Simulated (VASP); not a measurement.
A run of VASP 6.6.1 is set up as follows.

INCAR

```
PREC = Accurate
ENCUT = 520
EDIFF = 1E-6
ISMEAR = 0
SIGMA = 0.15
LREAL = False
LASPH = True
NELM = 60
ALGO = Fast
ISIF = 2
LWAVE = False
LCHARG = False
GGA = PE
NBANDS = 18
```

Contents of KPOINTS:

```
regular mesh
0
Gamma
  16 16 16
```

File POSCAR:

```
ZnCu
1.0
    2.9891750000      0.0000000000      0.0000000000
    0.0000000000      2.9008250000      0.0000000000
    0.0000000000      0.0000000000      2.9450000000
Zn Cu
1 1
Direct
    0.5000000000      0.5000000000      0.5000000000
    0.0000000000      0.0000000000      0.0000000000
```

Potentials or basis: VASP PAW PBE potentials, release 64 (Zn, Cu).

Launch:

```sh
$ cat potpaw_PBE.64/Zn/POTCAR potpaw_PBE.64/Cu/POTCAR > POTCAR
$ mpirun -np 1 vasp_std > vasp.out
```

Task: Estimate the band gap on the k mesh.

Result: Zero (an odd number of electrons rules out a gap without spin polarisation).

Task: What does it give for the pressure?

Result: 3.2 GPa.

Caveat: the cell differs from its parent crystal (strain +0.0150 x Voigt [1, -1, 0, 0, 0, 0]); the cell stands under pressure.
